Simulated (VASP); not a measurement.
A run of VASP 6.6.1:

The input POSCAR:

```
As
1.0
    2.7036817444      0.0000000000      0.0000000000
    0.0000000000      2.7036817444      0.0000000000
    0.0000000000      0.0000000000      2.7036817444
As
1
Direct
    0.5000000000      0.5000000000      0.5000000000
```

File INCAR.step1:

```
SYSTEM = As
PREC = Accurate
ENCUT = 500
EDIFF = 1E-5
ISMEAR = -1
SIGMA = 0.05
LREAL = .FALSE.
LASPH = .TRUE.
NELM = 300
ALGO = All
LWAVE = .TRUE.
LCHARG = .FALSE.
GGA = PE
NBANDS = 8
GGA_COMPAT = .FALSE.
IBRION = 2
ISIF = 3
EDIFFG = -0.005
NELMIN = 4
NSW = 100
ISEARCH = 1
KPAR = 4
```

The input INCAR.step2:

```
SYSTEM = As
PREC = Accurate
ENCUT = 500
EDIFF = 1E-7
ISMEAR = -1
SIGMA = 0.05
LREAL = .FALSE.
LASPH = .TRUE.
NELM = 300
ALGO = All
ISIF = 3
LWAVE = .FALSE.
LCHARG = .FALSE.
GGA = PS
LHFCALC = .TRUE.
AEXX = 0.25
PRECFOCK = Normal
IBRION = 2
NSW = 60
EDIFFG = -0.01
ISTART = 1
GGA_COMPAT = .FALSE.
NELMIN = 4
ISEARCH = 1
KPAR = 4
```

File KPOINTS:

```
regular mesh
0
G
  5 5 5
  0 0 0
```

Potentials or basis: VASP PAW PBE potentials, release 64 (As).

Run with:

```bash
$ cat potpaw_PBE.64/As/POTCAR > POTCAR
$ cp INCAR.step1 INCAR
$ mpirun -np 4 vasp_std > vasp.out
$ cp INCAR.step2 INCAR
$ mpirun -np 4 vasp_std > vasp.out
```

Hardware: 4 MPI ranks on Intel(R) Xeon(R) 6975P-C (Granite Rapids) (shared host).

**Question.** Estimate the wall time of this run.

**Answer.** Wall time 79 s on 4 MPI ranks on Intel(R) Xeon(R) 6975P-C (Granite Rapids), with other jobs on the host, peak memory 0.12 GiB a rank. Counts: k points 10, ion steps 3.
